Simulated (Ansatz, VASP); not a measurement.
## One calculation of Ni, two programs

POSCAR

```
Ni
1.0
    0.0000000000      2.5072019934      2.5072019934
    2.5072019934      0.0000000000      2.5072019934
    2.5072019934      2.5072019934      0.0000000000
Ni
2
Direct
    0.1250000000      0.1250000000      0.1250000000
    0.8750000000      0.8750000000      0.8750000000
```

File INCAR.step1:

```
PREC = Accurate
ENCUT = 520
ISMEAR = -1
SIGMA = 0.1
LREAL = F
LASPH = T
NELM = 100
NBANDS = 17
GGA = PE
ALGO = Normal
EDIFF = 1E-4
LWAVE = T
LCHARG = F
```

INCAR.step2

```
PREC = Accurate
ENCUT = 520
EDIFF = 1E-7
ISMEAR = -1
SIGMA = 0.1
LREAL = F
LASPH = T
NELM = 100
ALGO = Normal
ISIF = 2
LWAVE = F
LCHARG = F
METAGGA = R2SCAN
LMIXTAU = T
NBANDS = 17
ISTART = 1
```

KPOINTS

```
regular mesh
0
Gamma
  12 12 12
```

Input for Ansatz:

```yaml
crystal:
  lattice:
    - [0.0, 2.5072019934, 2.5072019934]
    - [2.5072019934, 0.0, 2.5072019934]
    - [2.5072019934, 2.5072019934, 0.0]
  atoms:
    - { symbol: Ni, position: [0.125, 0.125, 0.125] }
    - { symbol: Ni, position: [0.875, 0.875, 0.875] }
hamiltonian:
  xc: r2scan
  pseudopotentials:
    kind: paw
    azcp:
      Ni: "pseudopotentials/Ni.paw.azcp"
basis:
  ecutwfc: 500
  fft_grid_basis: typed
kpoints:
  mp_grid: { grid: [12, 12, 12], shift: [0, 0, 0] }
magnetization:
  spin_polarized: false
scf:
  occupations: { method: fermi_dirac, width: 0.1 }
  lower_state_search: "off"
output:
  stress: true
```

Alike in both runs: task single point; functional r2SCAN; k mesh 12 × 12 × 12; occupations fermi-dirac, width 0.1 eV; no spin polarisation.

|  | VASP | Ansatz |
| --- | --- | --- |
| version | VASP 6.6.1 | Ansatz 0.2.0 |
| potentials or method | VASP PAW PBE potentials, release 64 (Ni), cutoff 520 eV | plane waves (500 eV) with PAW, scalar-relativistic |
| valence electrons in the cell | 20 | 36 |

```csv
,VASP,Ansatz,Ansatz less VASP
pressure (GPa),0.0,0.0,-0.03
```

VASP's potentials were made for PBE, not for r2SCAN. VASP's potentials hold 20 valence electrons a cell and Ansatz's 36, so a difference there can come from the potentials and not from the codes.
